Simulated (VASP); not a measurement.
Input of a VASP 6.6.1 run:

File INCAR:

```
  PREC = Accurate
  ENCUT = 520
  EDIFF = 1E-7
  ISMEAR = 1
  SIGMA = 0.1
  LREAL = F
  LASPH = T
  NELM = 100
  ALGO = Normal
  ISIF = 2
  LWAVE = F
  LCHARG = T
  GGA = PS
  LELF = T
  LVHAR = T
  NBANDS = 8
```

KPOINTS

```
regular mesh
0
Gamma
  23 23 23
```

File POSCAR:

```
Al
1.0
    0.0000000000      2.0072264823      2.0072264823
    2.0072264823      0.0000000000      2.0072264823
    2.0072264823      2.0072264823      0.0000000000
Al
1
Direct
    0.0000000000      0.0000000000      0.0000000000
```

Potentials or basis: VASP PAW PBE potentials, release 64 (Al).

The run is started by

```sh
$ cat potpaw_PBE.64/Al/POTCAR > POTCAR
$ mpirun -np 1 vasp_std > vasp.out
```

Q: Predict the pressure.

A: 0.1 GPa.

Caveat: the PAW data sets were made with another functional, which shifts forces and pressure a little.
